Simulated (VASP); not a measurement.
Set up this calculation in VASP 6.6.1, as the native input.

* Task: single point
* Functional: PBEsol
* Potentials or basis: VASP PAW PBE potentials, release 64 (W_sv, C)
* Cutoff: 520 eV
* k mesh: 13 × 13 × 12
* Occupations: fermi-dirac, width 0.05 eV
* Spin: no spin polarisation
* Dipole correction: no
* Further INCAR settings: ALGO = Normal; EDIFF = 1e-06; NBANDS = 16

The structure of WC lies in POSCAR:

```
WC
1.0
    2.9005014360      0.0000000000      0.0000000000
   -1.4502507180      2.5119079273      0.0000000000
    0.0000000000      0.0000000000      2.7724200000
W C
1 1
Direct
    0.0000000000      0.0000000000      0.0000000000
    0.6666666667      0.3333333333      0.5000000000
```

This cell differs from its parent crystal: zz strain of -2 %.

These files were run (other wordings do the same):

INCAR

```
SYSTEM = WC
  PREC = Accurate
  ENCUT = 520
  EDIFF = 1E-6
  ISMEAR = -1
  SIGMA = 0.05
  LREAL = .False.
  LASPH = .True.
  NELM = 100
  ALGO = Normal
  ISIF = 2
  LWAVE = .False.
  LCHARG = .True.
  GGA = PS
  LELF = .True.
  LVHAR = .True.
  NBANDS = 16
```

KPOINTS

```
Automatic mesh
0
Gamma
  13 13 12
  0 0 0
```

Potentials or basis: VASP PAW PBE potentials, release 64 (W_sv, C).

Command:

```sh
$ cat potpaw_PBE.64/W_sv/POTCAR potpaw_PBE.64/C/POTCAR > POTCAR
$ mpirun -np 1 vasp_std > vasp.out
```

It gave:

```json
{
 "Pressure": "10.2 GPa",
 "Band gap on the k mesh": "zero (band 9 reaches 11.99 eV, above the bottom of band 10 at 10.71 eV)"
}
```

Caveat: the cell differs from its parent crystal (zz strain of -2 %); the PAW data sets were made with another functional, which shifts forces and pressure a little; spin-orbit coupling is left out, which moves the levels of the heavy elements.

Run time: 25 s on 1 thread of Intel(R) Xeon(R) Platinum 8259CL CPU @ 2.50GHz (Skylake/Cascade Lake), with other jobs on the host, peak memory 0.17 GiB.
